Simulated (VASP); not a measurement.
# Si2Mo (C2/m) in VASP: a series of runs

The runs below take Si2Mo through single point, with PBEsol.

All numbers are computed with VASP 6.6.1; they aren't measurements. Logs are shortened: lines on timing, memory, paths and dates and some standing lists are left out, and cuts for length are marked.

## Step 1: The cell of the first run

The structure is monoclinic, space group C2/m (No. 12). Conventional cell: a = 4.503 Å, b = 4.548 Å, c = 4.502 Å, α = 90.00°, β = 119.19°, γ = 90.00°. Within 3.4 Å of Si (site symmetry m) lie 9 Si at 2.59 to 3.20 Å and 5 Mo at 2.59 to 2.63 Å. Mo (site symmetry 2/m) has 10 Si at 2.59 to 2.63 Å and 4 Mo at 3.20 Å within 3.4 Å.

## Step 2: Single point, PBEsol (equal xy, yz and zx shear strains of -1 %)

File INCAR:

```
SYSTEM = Si2Mo
ALGO = Normal
EDIFF = 1E-7
ENCUT = 520
GGA = PS
ISIF = 2
ISMEAR = -1
LASPH = .True.
LCHARG = .False.
LREAL = .False.
LWAVE = .False.
NBANDS = 18
NELM = 60
PREC = Accurate
SIGMA = 0.08
```

File KPOINTS:

```
k-points
0
Gamma
  16 16 16
  0 0 0
```

File POSCAR:

```
Si2Mo
1.0
   -1.6276525000      1.5883475000      3.9305000000
    1.5883475000     -1.6276525000      3.9305000000
    1.6116525000      1.6116525000     -3.9465000000
Si Mo
2 1
Direct
    0.3330000000      0.3330000000      0.0000000000
    0.6670000000      0.6670000000      0.0000000000
    0.0000000000      0.0000000000      0.0000000000
```

Potentials or basis: VASP PAW PBE potentials, release 64 (Si, Mo_sv).

The run is started by

```
> cat potpaw_PBE.64/Si/POTCAR potpaw_PBE.64/Mo_sv/POTCAR > POTCAR
> mpirun -np 1 vasp_std > vasp.out
```

OUTCAR:

```text
SYSTEM = Si2Mo
   EDIFF = 1E-7
   ENCUT = 520
   GGA = PS
   ISIF = 2
   ISMEAR = -1
   LASPH = .True.
   LREAL = .False.
   NELM = 60
   PREC = Accurate

 ion  position               nearest neighbor table
   1  0.333  0.333  0.000-   2 2.59   3 2.59   3 2.62   2 2.62   2 2.62   2 2.62   3 2.62   2 2.63
                             3 2.63   3 2.63
   2  0.667  0.667  0.000-   1 2.59   3 2.59   3 2.62   1 2.62   1 2.62   1 2.62   3 2.62   1 2.63
                             3 2.63   3 2.63
   3  0.000  0.000  0.000-   2 2.59   1 2.59   2 2.62   1 2.62   2 2.62   1 2.62   2 2.63   1 2.63
                             1 2.63   2 2.63

  Warning from LATTYP: Got some problem with cell dimensions!
  Tried to take original basis but could not verify dimensions!
  LATTYP: Found a base centered monoclinic cell.
 ALAT       =     4.5029696868
 B/A-ratio  =     1.0100247465
 C/A-ratio  =     0.9997811926
 COS(beta)  =    -0.4877317927

  Lattice vectors:

 A1 = (  -3.2000000000,   0.0160000000,   0.0160000000)
 A2 = (   0.0160000000,  -3.2000000000,   0.0160000000)
 A3 = (   1.5723475000,   1.5723475000,   3.9145000000)

Analysis of symmetry for initial positions (statically):
=====================================================================
 Subroutine PRICEL returns:
 Original cell was already a primitive cell.

 Routine SETGRP: Setting up the symmetry group for a
 base centered monoclinic supercell.

 Subroutine GETGRP returns: Found  4 space group operations
 (whereof  4 operations were pure point group operations)
 out of a pool of  4 trial point group operations.

The static configuration has the point symmetry C_2h.

Analysis of symmetry for dynamics (positions and initial velocities):
=====================================================================
 Subroutine PRICEL returns:
 Original cell was already a primitive cell.

 Routine SETGRP: Setting up the symmetry group for a
 base centered monoclinic supercell.

 Subroutine GETGRP returns: Found  4 space group operations
 (whereof  4 operations were pure point group operations)
 out of a pool of  4 trial point group operations.

The dynamic configuration has the point symmetry C_2h.

 Subroutine INISYM returns: Found  4 space group operations
 (whereof  4 operations are pure point group operations),
 and found     1 'primitive' translations

----------------------------------------------------------------------------------------

                                     Primitive cell
[... 87 lines left out ...]
   ISPIN  =      1    spin polarized calculation?
   LNONCOLLINEAR =      F non collinear calculations
   LSORBIT =      F    spin-orbit coupling
   LASPH  =      T    aspherical Exc in radial PAW
   ENCUT  =  520.0 eV  38.22 Ry    6.18 a.u.   8.44  8.44  8.47*2*pi/ulx,y,z
   NELM   =     60;   NELMIN=  2; NELMDL= -5     # of ELM steps
   EDIFF  = 0.1E-06   stopping-criterion for ELM
   LREAL  =      F    real-space projection
   EDIFFG = 0.1E-05   stopping-criterion for IOM
   NSW    =      0    number of steps for IOM
   IBRION =     -1    ionic relax: 0-MD 1-quasi-New 2-CG
   NFREE  =      0    steps in history (QN), initial steepest desc. (CG)
   ISIF   =      2    stress and relaxation
   ISYM   =      2    0-nonsym 1-usesym 2-fastsym
   POTIM  = 0.5000    time-step for ionic-motion
   TEBEG  =    0.0;   TEEND  =   0.0 temperature during run
   PSTRESS=    0.0 pullay stress
   NELECT =      22.0000    total number of electrons
   NUPDOWN=      -1.0000    fix difference up-down
   EMIN   =  10.00;   EMAX   =-10.00  energy-range for DOS
   EFERMI =   0.00;   METHOD = LEGACY
   ISMEAR =    -1;   SIGMA  =   0.08  broadening in eV -4-tet -1-fermi 0-gaus
   EFERMI_NEDOS =   21; number of points for ismear=-14 and -15
   IALGO  =     38    algorithm
   IMIX   =      4    mixing-type and parameters
     AMIX     =   0.40;   BMIX     =  1.00
     AMIX_MAG =   1.60;   BMIX_MAG =  1.00
  volume/ion in A,a.u.               =      13.42        90.53
  Fermi-wavevector in a.u.,A,eV,Ry     =   1.338579  2.529548 24.378837  1.791794
  Thomas-Fermi vector in A             =   2.467038
   LORBIT       =      0    0 simple, 1 ext, 2 COOP (PROOUT), +10 PAW based schemes
   GGA     = PS    functional components
   LHFCALC =     F    Hartree Fock is set to
   AEXX    =    0.0000 exact exchange contribution
   IVDW    =     0    specifies the selected vdW correction
   LEPSILON=     F    determine dielectric tensor
   LRPA    =     F    only Hartree local field effects (RPA)
 non-spin polarized calculation
  energy-cutoff  :      520.00
  volume of cell :       40.25
 maximum number of plane-waves:      1113
 NGX is ok and might be reduce to    36
   NGX = 17   NGY = 17   NGZ = 17

 number of electron      22.0000000 magnetization

 Free energy of the ion-electron system (eV)
  ---------------------------------------------------
  ext. energy  EPLUGINS =         0.00000000
  ---------------------------------------------------
  free energy    TOTEN  =       -25.06621484 eV

  energy without entropy =      -25.05995856  energy(sigma->0) =      -25.06308670

 E-fermi :  12.1755     XC(G=0): -12.5110

 val. band max:       12.1742067812   @ k =  -0.1250  -0.2500   0.1875
 cond. band min:      12.1786986728   @ k =  -0.2500  -0.2500   0.1875
 fundamental gap:      0.0044918916
 Fermi energy:        12.1754702924

 k-point     1 :       0.0000    0.0000    0.0000
  band No.  band energies     occupation
      1     -48.4519      2.00000
      2     -22.6474      2.00000
      3     -22.5476      2.00000
      4     -22.5445      2.00000
      5      -1.2698      2.00000
      6       5.8327      2.00000
[... 481 lines left out ...]
      5      -1.1501      2.00000
      6       5.9402      2.00000
[... 10 lines left out ...]
     17      17.4827      0.00000
     18      17.7713      0.00000

 [... further k-points ...]
[... 5 lines left out ...]
  --------------------------------------------------------------------------------------
  -------------------------------------------------------------------------------------
  Total       -0.4701581     -0.4701581     -0.7823287      0.4940401      0.5156645      0.5156645
  in kB      -18.7171373    -18.7171373    -31.1447443     19.6678863     20.5287593     20.5287595
  external PRESSURE =     -22.8596730 kB  Pullay stress =       0.0000000 kB

 VOLUME and BASIS-vectors are now :
 -----------------------------------------------------------------------------
  energy-cutoff  :      520.00
  volume of cell :       40.25
      direct lattice vectors                 reciprocal lattice vectors
    -1.627652500  1.588347500  3.930500000     0.002209710  0.313154984  0.128787102
     1.588347500 -1.627652500  3.930500000     0.313154984  0.002209710  0.128787102
     1.611652500  1.611652500 -3.946500000     0.314086135  0.314086135  0.003140861

 POSITION                                       TOTAL-FORCE (eV/Angst)
 -----------------------------------------------------------------------------------
     -0.01309     -0.01309      2.61771        -0.011285     -0.011285      0.320667
     -0.02622     -0.02622      5.24329         0.011285      0.011285     -0.320667
      0.00000      0.00000      0.00000         0.000000     -0.000000     -0.000000
 -----------------------------------------------------------------------------------
    total drift:                                0.000000      0.000000     -0.000000

  FREE ENERGIE OF THE ION-ELECTRON SYSTEM (eV)
  ---------------------------------------------------
  free  energy   TOTEN  =       -25.0662148411 eV

  energy  without entropy=      -25.0599585642  energy(sigma->0) =      -25.06308670
```

Run time: 15 min. Hardware: 1 thread of Intel Xeon Platinum 8124M at 3.00GHz (Skylake/Cascade Lake), shared host; peak memory 0.82 GiB.

What came out:

```yaml
Free_energy: -25.0662 eV
Pressure: -2.3 GPa
Largest_force: 0.321 eV/Å
Band_gap_on_the_k_mesh: zero (bands 11 and 12 overlap by 1.02 eV)
```

Forces in eV/Å, atoms in the order of the input:
```
Si  -0.011 -0.011  0.321
Si   0.011  0.011 -0.321
Mo   0.000  0.000  0.000
```

Levels at points of the mesh, in eV from the Fermi level:
```csv
k point,band 8,band 9,band 10,band 11,band 12,band 13,band 14,band 15
"(0.00, 0.00, 0.00)",-3.05,-2.72,-2.57,0.43,3.07,3.08,3.64,3.70
"(0.50, 0.00, 0.00)",-4.51,-2.59,-2.48,-0.50,2.25,3.06,4.00,4.37
"(0.50, 0.50, 0.00)",-5.15,-4.54,-3.06,-1.06,2.32,2.70,2.98,3.29
"(0.00, 0.00, 0.50)",-5.33,-4.45,-3.06,-1.19,2.32,2.72,3.07,3.25
"(0.50, 0.00, 0.50)",-4.40,-2.67,-2.49,-0.52,2.28,3.00,4.09,4.17
"(0.50, 0.50, 0.50)",-2.30,-0.63,-0.55,-0.53,-0.46,0.56,4.64,5.17
```

Caveat: the cell differs from its parent crystal (equal xy, yz and zx shear strains of -1 %); the PAW data sets were made with another functional, which shifts forces and pressure a little.

(Continued in part 2 of 2.)
